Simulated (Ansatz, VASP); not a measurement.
**K2S: VASP beside Ansatz**

Contents of INCAR:

```
ALGO = Normal
EDIFF = 1E-6
ENCUT = 500
GGA = PE
GGA_COMPAT = False
ISIF = 2
ISMEAR = 0
LASPH = True
LCHARG = False
LREAL = False
LWAVE = False
NBANDS = 19
NELM = 120
PREC = Accurate
SIGMA = 0.01
```

The input KPOINTS:

```
k-points
0
Gamma
  6 6 6
```

File POSCAR:

```
K2S
1.0
    0.0000000000      3.8026382526      3.8026382526
    3.8026382526      0.0000000000      3.8026382526
    3.8026382526      3.8026382526      0.0000000000
S K
1 2
Direct
    0.0000000000      0.0000000000      0.0000000000
    0.2500000000      0.2500000000      0.2500000000
    0.7500000000      0.7500000000      0.7500000000
```

Input for Ansatz:

```yaml
crystal:
  lattice:
    - [0.0, 3.8026382526, 3.8026382526]
    - [3.8026382526, 0.0, 3.8026382526]
    - [3.8026382526, 3.8026382526, 0.0]
  atoms:
    - { symbol: S, position: [0.0, 0.0, 0.0] }
    - { symbol: K, position: [0.25, 0.25, 0.25] }
    - { symbol: K, position: [0.75, 0.75, 0.75] }
kpoints:
  mp_grid: { grid: [6, 6, 6] }
hamiltonian:
  xc: pbe
scf:
  occupations: { method: fixed }
  n_extra_bands: 4
output:
  forces: true
  stress: true
  eigenvalues: true
```

Alike in both runs: task single point; functional PBE; k mesh 6 × 6 × 6; no spin polarisation.

|  | VASP | Ansatz |
| --- | --- | --- |
| version | VASP 6.6.1 | Ansatz 0.2.0 |
| potentials or method | VASP PAW PBE potentials, release 64 (S, K_sv) | plane waves, PAW |
| plane-wave cutoff (eV) | 500 | 420 |
| occupations | gaussian, width 0.01 eV | fixed |
| valence electrons in the cell | 24 | 24 |

|  | VASP | Ansatz | Ansatz less VASP |
| --- | --- | --- | --- |
| gap on the k mesh at the Fermi level (eV) | 2.18 | 2.18 | +0.002 |
| pressure (GPa) | -0.9 | -0.9 | -0.01 |
